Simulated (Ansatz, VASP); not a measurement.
**One calculation of NaWF2, two programs**

```xyz
4
Lattice="3.8025 0.0000 0.0000 -1.9013 3.2931 0.0000 0.0000 0.0000 6.2405" Properties=species:S:1:pos:R:3 pbc="T T T"
Na    0.0000    0.0000    3.1203
W     0.0000    0.0000    0.0000
F     0.0000    2.1954    0.0000
F     1.9013    1.0977    0.0000
```

Alike in both runs: functional PBE; k mesh 15 × 15 × 8; occupations gaussian, width 0.1 eV; no spin polarisation.

Ansatz relaxed the structure, and its values are those at the end. VASP's run is a single point on that final structure, the one shown.

```csv
,VASP,Ansatz
version,VASP 6.6.1,Ansatz 0.2.0
potentials or method,"VASP PAW PBE potentials, release 64 (Na_pv, W_sv, F), cutoff 520 eV","scalar-relativistic, plane waves, PAW"
valence electrons in the cell,35,37
```

```tsv
	VASP	Ansatz	Ansatz less VASP
gap on the k mesh at the Fermi level (eV)	none	none	-
pressure (GPa)	0.3	0.0	-0.31
```

A gap of «none» marks a metal or a gap that the smearing closes. With one functional, cell and mesh, what is left measures potentials, basis and numerics. VASP's potentials hold 35 valence electrons a cell and Ansatz's 37, so a difference there can come from the potentials and not from the codes.

Spin-orbit coupling is off throughout.
